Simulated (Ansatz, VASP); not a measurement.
GaCo: VASP beside Ansatz

```xyz
4
Lattice="2.7275 0.0000 0.0000 1.3638 -4.5005 0.0000 0.0000 0.0000 -3.9486" Properties=species:S:1:pos:R:3 pbc="T T T"
Co    1.3638   -3.1842   -2.9615
Co    2.7275   -1.3163   -0.9872
Ga    1.3638   -0.8433   -2.9615
Ga    2.7275   -3.6572   -0.9872
```

Alike in both runs: functional r2SCAN; k mesh 5 × 5 × 5; no spin polarisation.

Ansatz relaxed the structure, and its values are those at the end. VASP's run is a single point on that final structure, the one shown.

|  | VASP | Ansatz |
| --- | --- | --- |
| version | VASP 6.6.1 | Ansatz 0.2.0 |
| potentials or method | VASP PAW PBE potentials, release 64 (Co, Ga_d), cutoff 520 eV | PAW plane waves |
| occupations | fermi-dirac, width 0.1 eV | fermi-dirac |
| valence electrons in the cell | 44 | 60 |

Ansatz gave:

```
gap on the k mesh at the Fermi level (eV) : none
pressure (GPa)                            : 0.0
rms of the force components (eV/Å)        : 0.000
```

Problem. Which values does VASP return?

Solution. gap on the k mesh at the Fermi level (eV): none; pressure (GPa): 0.1; rms of the force components (eV/Å): 0.016.

VASP's potentials were made for PBE, not for r2SCAN. A gap of «none» marks a metal or a gap that the smearing closes. VASP's potentials hold 44 valence electrons a cell and Ansatz's 60, so a difference there can come from the potentials and not from the codes.

The k mesh is coarse, so the values compare programs but aren't converged.
